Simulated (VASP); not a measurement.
**Ir: single point with PBEsol**

Ir:

```xyz
4
Lattice="2.7107 0.0000 0.0000 -1.3554 2.3476 0.0000 0.0000 0.0000 8.8474" Properties=species:S:1:pos:R:3 pbc="T T T"
Ir    0.0000    0.0000    0.0000
Ir    0.0000    1.5650    2.2119
Ir    0.0000    0.0000    4.4237
Ir    1.3554    0.7825    6.6356
```

This isn't the form of Ir at room conditions, which is fcc.

```
Program             : VASP 6.6.1
Task                : single point
Functional          : PBEsol
Potentials or basis : VASP PAW PBE potentials, release 64 (Ir_sv_GW)
Cutoff              : 560 eV
k mesh              : 18 × 18 × 6
Occupations         : gaussian, width 0.1 eV
Spin                : no spin polarisation
```

```json
{"Pressure": "-1.9 GPa", "Band gap on the k mesh": "zero (bands 34 and 35 overlap by 2.59 eV)"}
```

Levels at points of the mesh, in eV from the Fermi level:
```tsv
k point	band 32	band 33	band 34	band 35	band 36	band 37
(0.00, 0.00, 0.00)	-1.82	-1.82	-1.06	-1.06	-0.84	-0.35
(0.50, 0.00, 0.00)	0.89	0.89	0.93	1.04	1.28	1.29
(0.00, 0.00, 0.50)	-2.77	-1.41	-1.41	-1.41	-1.41	0.21
(0.50, 0.00, 0.50)	-0.08	0.94	0.94	1.25	1.25	2.68
```

Run time: 4.1 min on 1 thread of Intel(R) Xeon(R) 6975P-C (Granite Rapids) (shared host), peak memory 0.38 GiB.

Caveat: the PAW data sets were made with another functional, which shifts forces and pressure a little; spin-orbit coupling is left out, which moves the levels of the heavy elements.
